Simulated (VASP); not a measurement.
Write the native input for VASP 6.6.1 that does the following.

```
Task                   : single point
Functional             : PBEsol
Potentials or basis    : VASP PAW PBE potentials, release 64 (Pd, Ga_d, S)
Cutoff                 : 520 eV
k mesh                 : 6 × 6 × 6
Occupations            : gaussian, width 0.0112 eV
Spin                   : no spin polarisation
Dipole correction      : no
Further INCAR settings : ALGO = Normal; EDIFF = 1e-06; NBANDS = 62
```

The structure of GaPd4S8 lies in POSCAR:

```
GaPd4S8
1.0
    0.0000000000      4.8004040000      4.8004040000
    4.8004040000      0.0000000000      4.8004040000
    4.8004040000      4.8004040000      0.0000000000
Pd Ga S
4 1 8
Direct
    0.6190451892      0.6190451892      0.6190451892
    0.1428644325      0.6190451892      0.6190451892
    0.6190451892      0.6190451892      0.1428644325
    0.6190451892      0.1428644325      0.6190451892
    0.0000000000      0.0000000000      0.0000000000
    0.3743754623      0.3743754623      0.3743754623
    0.8768736131      0.3743754623      0.3743754623
    0.3743754623      0.3743754623      0.8768736131
    0.3743754623      0.8768736131      0.3743754623
    0.8656501276      0.8656501276      0.8656501276
    0.4030496171      0.8656501276      0.8656501276
    0.8656501276      0.8656501276      0.4030496171
    0.8656501276      0.4030496171      0.8656501276
```

The input as run:

INCAR

```
SYSTEM = GaPd4S8
PREC     = Accurate       ! precision mode
ENCUT    = 520            ! plane-wave cutoff, eV
EDIFF    = 1E-6           ! SCF threshold, eV
ISMEAR   = 0              ! smearing method
SIGMA    = 0.0112         ! smearing width, eV
LREAL    = .False.        ! projectors in reciprocal space
LASPH    = .True.         ! aspherical terms in the spheres
NELM     = 80             ! most SCF steps
ALGO     = Normal         ! electronic algorithm
ISIF     = 2              ! what is computed and relaxed
LWAVE    = .False.        ! write WAVECAR
LCHARG   = .True.         ! write CHGCAR
GGA      = PS             ! functional
LELF     = .True.         ! ELF
LVHAR    = .True.       
NBANDS   = 62             ! bands
```

KPOINTS

```
regular mesh
0
Gamma
  6 6 6
  0 0 0
```

Potentials or basis: VASP PAW PBE potentials, release 64 (Pd, Ga_d, S).

Launch:

```bash
$ cat potpaw_PBE.64/Pd/POTCAR potpaw_PBE.64/Ga_d/POTCAR potpaw_PBE.64/S/POTCAR > POTCAR
$ mpirun -np 1 vasp_std > vasp.out
```

Results of the run:

```yaml
Pressure: 8.4 GPa
Largest_force: 0.058 eV/Å
Band_gap_on_the_k_mesh: zero (an odd number of electrons rules out a gap without spin polarisation)
```

Caveat: the cell stands under pressure; the PAW data sets were made with another functional, which shifts forces and pressure a little.

Run time: 3.3 min on 1 thread of AMD EPYC 7R13 Processor (Zen 3) (shared host), peak memory 0.42 GiB.
